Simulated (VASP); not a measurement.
# Fe (P6_3/mmc) in VASP: further runs, part 3 of 3

VASP 6.6.1. Earlier steps stand in the parts before.

## (5) Electric field gradients, PBE (volume scaled by 1.06)

The input, INCAR:

```
SYSTEM = Fe
PREC = Accurate
ENCUT = 520
EDIFF = 1E-8
ISMEAR = -1
SIGMA = 0.08
LREAL = .False.
LASPH = .True.
NELM = 100
ALGO = Normal
ISIF = 2
LWAVE = .False.
LCHARG = .False.
GGA = PE
LEFG = .True.
NBANDS = 15
```

The input, KPOINTS:

```
regular mesh
0
Gamma
  17 17 10
  0 0 0
```

The input, POSCAR:

```
Fe
1.0
    2.4818982858      0.0000000000      0.0000000000
   -1.2409491429      2.1493869651      0.0000000000
    0.0000000000      0.0000000000      3.9172856485
Fe
2
Direct
    0.3333333333      0.6666666667      0.2500000000
    0.6666666667      0.3333333333      0.7500000000
```

Potentials or basis: VASP PAW PBE potentials, release 64 (Fe).

Command:

```sh
> cat potpaw_PBE.64/Fe/POTCAR > POTCAR
> mpirun -np 1 vasp_std > vasp.out
```

OUTCAR:

```text
SYSTEM = Fe
   PREC = Accurate
   ENCUT = 520
   EDIFF = 1E-8
   ISMEAR = -1
   LREAL = .False.
   LASPH = .True.
   NELM = 100
   ISIF = 2
   GGA = PE

 ion  position               nearest neighbor table
   1  0.333  0.667  0.250-   2 2.43   2 2.43   2 2.43   2 2.43   2 2.43   2 2.43
   2  0.667  0.333  0.750-   1 2.43   1 2.43   1 2.43   1 2.43   1 2.43   1 2.43

  LATTYP: Found a hexagonal cell.
 ALAT       =     2.4818982858
 C/A-ratio  =     1.5783425416

  Lattice vectors:

 A1 = (   2.4818982858,   0.0000000000,   0.0000000000)
 A2 = (  -1.2409491429,   2.1493869651,   0.0000000000)
 A3 = (   0.0000000000,   0.0000000000,   3.9172856485)

Analysis of symmetry for initial positions (statically):
=====================================================================
 Subroutine PRICEL returns:
 Original cell was already a primitive cell.

 Routine SETGRP: Setting up the symmetry group for a
 hexagonal supercell.

 Subroutine GETGRP returns: Found 24 space group operations
 (whereof 12 operations were pure point group operations)
 out of a pool of 24 trial point group operations.

The static configuration has the point symmetry D_3d.
 The point group associated with its full space group is D_6h.

Analysis of symmetry for dynamics (positions and initial velocities):
=====================================================================
 Subroutine PRICEL returns:
 Original cell was already a primitive cell.

 Routine SETGRP: Setting up the symmetry group for a
 hexagonal supercell.

 Subroutine GETGRP returns: Found 24 space group operations
 (whereof 12 operations were pure point group operations)
 out of a pool of 24 trial point group operations.

The dynamic configuration has the point symmetry D_3d.
 The point group associated with its full space group is D_6h.

 Subroutine INISYM returns: Found 24 space group operations
 (whereof 12 operations are pure point group operations),
 and found     1 'primitive' translations

----------------------------------------------------------------------------------------

                                     Primitive cell

  volume of cell :      20.8970

  direct lattice vectors                    reciprocal lattice vectors
     2.481898286  0.000000000  0.000000000     0.402917398  0.232624468  0.000000000
    -1.240949143  2.149386965  0.000000000     0.000000000  0.465248937  0.000000000
     0.000000000  0.000000000  3.917285649     0.000000000  0.000000000  0.255278805

  length of vectors
     2.481898286  2.481898286  3.917285649     0.465248937  0.465248937  0.255278805

  position of ions in fractional coordinates (direct lattice)
     0.333333333  0.666666667  0.250000000
     0.666666667  0.333333333  0.750000000

  ion indices of the primitive-cell ions
   primitive index   ion index
                 1           1
                 2           2

----------------------------------------------------------------------------------------
[... 87 lines left out ...]
   IALGO  =     38    algorithm
   IMIX   =      4    mixing-type and parameters
     AMIX     =   0.40;   BMIX     =  1.00
     AMIX_MAG =   1.60;   BMIX_MAG =  1.00
  volume/ion in A,a.u.               =      10.45        70.51
  Fermi-wavevector in a.u.,A,eV,Ry     =   1.497684  2.830213 30.518652  2.243058
  Thomas-Fermi vector in A             =   2.609540
   LORBIT       =      0    0 simple, 1 ext, 2 COOP (PROOUT), +10 PAW based schemes
   GGA     = PE    functional components
   LHFCALC =     F    Hartree Fock is set to
   AEXX    =    0.0000 exact exchange contribution
   IVDW    =     0    specifies the selected vdW correction
   LEPSILON=     F    determine dielectric tensor
   LRPA    =     F    only Hartree local field effects (RPA)
 non-spin polarized calculation
  energy-cutoff  :      520.00
  volume of cell :       20.90
 maximum number of plane-waves:       576
   NGX =  9   NGY =  9   NGZ = 15

 number of electron      15.9999995 magnetization

 Free energy of the ion-electron system (eV)
  ---------------------------------------------------
  ext. energy  EPLUGINS =         0.00000000
  ---------------------------------------------------
  free energy    TOTEN  =       -16.32233358 eV

  energy without entropy =      -16.26412007  energy(sigma->0) =      -16.29322683

 E-fermi :   6.6271     XC(G=0): -13.6457

 val. band max:        6.6271005039   @ k =   0.2941  -0.0000   0.0000
 cond. band min:       6.6340433622   @ k =   0.1765   0.1176   0.2000
 fundamental gap:      0.0069428583
 Fermi energy:         6.6271103955

 k-point     1 :       0.0000    0.0000    0.0000
  band No.  band energies     occupation
      1      -2.1440      2.00000
      2       1.8470      2.00000
      3       5.0377      2.00000
      4       5.0377      2.00000
      5       5.1709      2.00000
      6       5.4870      2.00000
      7       5.4870      2.00000
      8       5.8053      1.99993
      9       5.8053      1.99993
     10       7.1815      0.00195
     11       7.3109      0.00039
     12       7.3109      0.00039
     13      15.1720      0.00000
     14      28.3003      0.00000
[... 401 lines left out ...]
      2       3.1002      2.00000
      3       3.4211      2.00000
      4       3.6039      2.00000
      5       4.8075      2.00000
      6       5.1839      2.00000
      7       5.5510      2.00000
      8       6.1816      1.99240
      9       6.7330      0.42042
     10       7.2333      0.00102
     11       7.5148      0.00003
     12      13.7881      0.00000
     13      15.6515      0.00000
     14      19.7541      0.00000
     15      20.4532      0.00000

 [... further k-points ...]

------------------------ aborting loop because EDIFF is reached ----------------------------------------

  FORCE on cell =-STRESS in cart. coord.  units (eV):
  Direction    XX          YY          ZZ          XY          YZ          ZX
  --------------------------------------------------------------------------------------
  -------------------------------------------------------------------------------------
  Total       -0.9210251     -0.9210251     -0.8749796     -0.0000000      0.0000000      0.0000000
  in kB      -70.6152012    -70.6152012    -67.0848849     -0.0000000      0.0000000      0.0000000
  external PRESSURE =     -69.4384291 kB  Pullay stress =       0.0000000 kB

 VOLUME and BASIS-vectors are now :
 -----------------------------------------------------------------------------
  energy-cutoff  :      520.00
  volume of cell :       20.90
      direct lattice vectors                 reciprocal lattice vectors
     2.481898286  0.000000000  0.000000000     0.402917398  0.232624468  0.000000000
    -1.240949143  2.149386965  0.000000000     0.000000000  0.465248937  0.000000000
     0.000000000  0.000000000  3.917285649     0.000000000  0.000000000  0.255278805

 POSITION                                       TOTAL-FORCE (eV/Angst)
 -----------------------------------------------------------------------------------
     -0.00000      1.43292      0.97932         0.000000      0.000000      0.000000
      1.24095      0.71646      2.93796         0.000000     -0.000000      0.000000
 -----------------------------------------------------------------------------------
    total drift:                               -0.000000      0.000000     -0.000000

  FREE ENERGIE OF THE ION-ELECTRON SYSTEM (eV)
  ---------------------------------------------------
  free  energy   TOTEN  =       -16.3223335832 eV

  energy  without entropy=      -16.2641200685  energy(sigma->0) =      -16.29322683

 Electric field gradients (V/A^2)
---------------------------------------------------------------------
 ion       V_xx      V_yy      V_zz      V_xy      V_xz      V_yz
---------------------------------------------------------------------
   1       3.490     3.488    -6.978    -0.001     0.000    -0.000
   2       3.490     3.488    -6.978    -0.001    -0.000     0.000
---------------------------------------------------------------------

 Electric field gradients after diagonalization (V/A^2)
 (convention: |V_zz| > |V_xx| > |V_yy|)
----------------------------------------------------------------------
 ion       V_xx      V_yy      V_zz     asymmetry (V_yy - V_xx)/ V_zz
----------------------------------------------------------------------
   1       3.490     3.488    -6.978       0.000
   2       3.490     3.488    -6.978       0.000
----------------------------------------------------------------------

           NMR quadrupolar parameters

 Cq : quadrupolar parameter    Cq=e*Q*V_zz/h
 eta: asymmetry parameters     (V_yy - V_xx)/ V_zz
 Q  : nuclear electric quadrupole moment in mb (millibarn)
----------------------------------------------------------------------
 ion       Cq(MHz)       eta       Q (mb)
----------------------------------------------------------------------
   1      -0.017       0.000       1.000
   2      -0.017       0.000       1.000
----------------------------------------------------------------------
```

Wall time 58 s (1 thread of AMD EPYC 7R13 (Zen 3), shared host); peak memory 0.13 GiB.

What came out:

* Free energy: -16.3223 eV
* Pressure: -6.9 GPa
* Band gap on the k mesh: zero (band 8 reaches 7.42 eV, above the bottom of band 9 at 5.68 eV)

Stress tensor (GPa, compression positive):
```
-7.06  0.00  0.00
 0.00 -7.06  0.00
 0.00  0.00 -6.71
```

Electric field gradients, principal values (V/Å²):
| atom | least | middle | greatest (by size) |
| --- | --- | --- | --- |
| 1 Fe | 3.488 | 3.490 | -6.978 |
| 2 Fe | 3.488 | 3.490 | -6.978 |

Caveat: without QUAD_EFG the Cq values of the log hold for a quadrupole moment of 1 mb, not for the nuclei; the run has no spin polarisation, though such a crystal can be magnetic. Spin polarisation is off, so any magnetic state and its effect on volume and gap are missing.

## (6) Electric field gradients, PBE (volume scaled by 0.94)

The input, INCAR:

```
ALGO = Normal ; EDIFF = 1E-8
ENCUT = 520 ; GGA = PE
ISIF = 2 ; ISMEAR = -1
LASPH = True ; LCHARG = False
LEFG = True ; LREAL = False
LWAVE = False ; NBANDS = 15
NELM = 100 ; PREC = Accurate
SIGMA = 0.08
```

The input, KPOINTS:

```
k-points
0
Gamma
  17 17 10
```

The input, POSCAR:

```
Fe
1.0
    2.3844669570      0.0000000000      0.0000000000
   -1.1922334785      2.0650089592      0.0000000000
    0.0000000000      0.0000000000      3.7635056374
Fe
2
Direct
    0.3333333333      0.6666666667      0.2500000000
    0.6666666667      0.3333333333      0.7500000000
```

Potentials or basis: VASP PAW PBE potentials, release 64 (Fe).

Command:

```sh
> cat potpaw_PBE.64/Fe/POTCAR > POTCAR
> mpirun -np 1 vasp_std > vasp.out
```

OUTCAR:

```text
EDIFF = 1E-8
   ENCUT = 520
   GGA = PE
   ISIF = 2
   ISMEAR = -1
   LASPH = True
   LREAL = False
   NELM = 100
   PREC = Accurate

 ion  position               nearest neighbor table
   1  0.333  0.667  0.250-   2 2.33   2 2.33   2 2.33   2 2.33   2 2.33   2 2.33
   2  0.667  0.333  0.750-   1 2.33   1 2.33   1 2.33   1 2.33   1 2.33   1 2.33

  LATTYP: Found a hexagonal cell.
 ALAT       =     2.3844669570
 C/A-ratio  =     1.5783425417

  Lattice vectors:

 A1 = (   2.3844669570,   0.0000000000,   0.0000000000)
 A2 = (  -1.1922334785,   2.0650089592,   0.0000000000)
 A3 = (   0.0000000000,   0.0000000000,   3.7635056374)

Analysis of symmetry for initial positions (statically):
=====================================================================
 Subroutine PRICEL returns:
 Original cell was already a primitive cell.

 Routine SETGRP: Setting up the symmetry group for a
[... 623 lines left out ...]
  energy-cutoff  :      520.00
  volume of cell :       18.53
      direct lattice vectors                 reciprocal lattice vectors
     2.384466957  0.000000000  0.000000000     0.419380943  0.242129700  0.000000000
    -1.192233478  2.065008959  0.000000000     0.000000000  0.484259400  0.000000000
     0.000000000  0.000000000  3.763505637     0.000000000  0.000000000  0.265709712

 POSITION                                       TOTAL-FORCE (eV/Angst)
 -----------------------------------------------------------------------------------
     -0.00000      1.37667      0.94088         0.000000      0.000000      0.000000
      1.19223      0.68834      2.82263        -0.000000     -0.000000      0.000000
 -----------------------------------------------------------------------------------
    total drift:                                0.000000     -0.000000     -0.000000

  FREE ENERGIE OF THE ION-ELECTRON SYSTEM (eV)
  ---------------------------------------------------
  free  energy   TOTEN  =       -16.1566711780 eV

  energy  without entropy=      -16.1076306972  energy(sigma->0) =      -16.13215094

 Electric field gradients (V/A^2)
---------------------------------------------------------------------
 ion       V_xx      V_yy      V_zz      V_xy      V_xz      V_yz
---------------------------------------------------------------------
   1       4.376     4.377    -8.752     0.001     0.000    -0.000
   2       4.376     4.377    -8.752     0.001    -0.000     0.000
---------------------------------------------------------------------

 Electric field gradients after diagonalization (V/A^2)
 (convention: |V_zz| > |V_xx| > |V_yy|)
----------------------------------------------------------------------
 ion       V_xx      V_yy      V_zz     asymmetry (V_yy - V_xx)/ V_zz
----------------------------------------------------------------------
   1       4.377     4.375    -8.752       0.000
   2       4.377     4.375    -8.752       0.000
----------------------------------------------------------------------

           NMR quadrupolar parameters

 Cq : quadrupolar parameter    Cq=e*Q*V_zz/h
 eta: asymmetry parameters     (V_yy - V_xx)/ V_zz
 Q  : nuclear electric quadrupole moment in mb (millibarn)
----------------------------------------------------------------------
 ion       Cq(MHz)       eta       Q (mb)
----------------------------------------------------------------------
   1      -0.021       0.000       1.000
   2      -0.021       0.000       1.000
----------------------------------------------------------------------
```

It took 31 s on 1 thread of Intel Xeon Platinum 8488C (Sapphire Rapids), shared host; peak memory 0.16 GiB.

Results:

```
Free energy            : -16.1567 eV
Pressure               : 33.9 GPa
Band gap on the k mesh : zero (band 8 reaches 9.01 eV, above the bottom of band 9 at 6.91 eV)
```

Stress tensor (GPa, compression positive):
```
33.13  0.00  0.00
 0.00 33.13  0.00
 0.00  0.00 35.32
```

Electric field gradients, principal values (V/Å²):
```csv
atom,least,middle,greatest (by size)
1 Fe,4.375,4.377,-8.752
2 Fe,4.375,4.377,-8.752
```

Caveat: without QUAD_EFG the Cq values of the log hold for a quadrupole moment of 1 mb, not for the nuclei; the run has no spin polarisation, though such a crystal can be magnetic. Spin polarisation is off, so any magnetic state and its effect on volume and gap are missing.

## (7) Overview

| cell | gap on the mesh (eV) | pressure (GPa) |
| --- | --- | --- |
| a = 2.450, b = 2.450, c = 3.867 Å, angles 90.0, 90.0, 120.0°, 2 atoms | none | 3.8 |
| a = 2.466, b = 2.466, c = 3.892 Å, angles 90.0, 90.0, 120.0°, 2 atoms | none | -1.9 |
| a = 2.482, b = 2.482, c = 3.917 Å, angles 90.0, 90.0, 120.0°, 2 atoms | none | -6.9 |
| a = 2.384, b = 2.384, c = 3.764 Å, angles 90.0, 90.0, 120.0°, 2 atoms | none | 33.9 |

Alike in all rows: task electric field gradients; level PBE; potentials or basis VASP PAW PBE potentials, release 64 (Fe); no spin polarisation; k mesh 17 × 17 × 10; cutoff (eV) 520; smearing fermi-dirac 0.08 eV.

Caveats: the run has no spin polarisation, though such a crystal can be magnetic.

Total energies depend on the potentials used, so only differences within one code and one set of settings carry meaning.
